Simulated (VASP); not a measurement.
A run of VASP 6.6.1:

The input INCAR:

```
  PREC = Accurate
  ENCUT = 520
  EDIFF = 1E-6
  ISMEAR = 0
  SIGMA = 0.15
  LREAL = False
  LASPH = True
  NELM = 60
  ALGO = Fast
  ISIF = 2
  LWAVE = False
  LCHARG = True
  GGA = PS
  LELF = True
  LVHAR = True
  NBANDS = 12
```

Contents of KPOINTS:

```
regular mesh
0
Gamma
  20 20 20
```

File POSCAR:

```
Nb
1.0
   -1.6639500000      1.6639500000      1.7055487500
    1.6639500000     -1.6639500000      1.7055487500
    1.6639500000      1.6639500000     -1.7055487500
Nb
1
Direct
    0.0000000000      0.0000000000      0.0000000000
```

Potentials or basis: VASP PAW PBE potentials, release 64 (Nb_sv).

Command:

```bash
$ cat potpaw_PBE.64/Nb_sv/POTCAR > POTCAR
$ mpirun -np 1 vasp_std > vasp.out
```

Hardware: 1 thread of Intel(R) Xeon(R) Platinum 8259CL CPU @ 2.50GHz (Skylake/Cascade Lake), with other jobs on the host.

Q: How long does it take, and how much memory?

A: Wall time 2.7 min on 1 thread of Intel(R) Xeon(R) Platinum 8259CL CPU @ 2.50GHz (Skylake/Cascade Lake) (shared host), peak memory 0.25 GiB. Counts: scf iterations 21, k points 641.
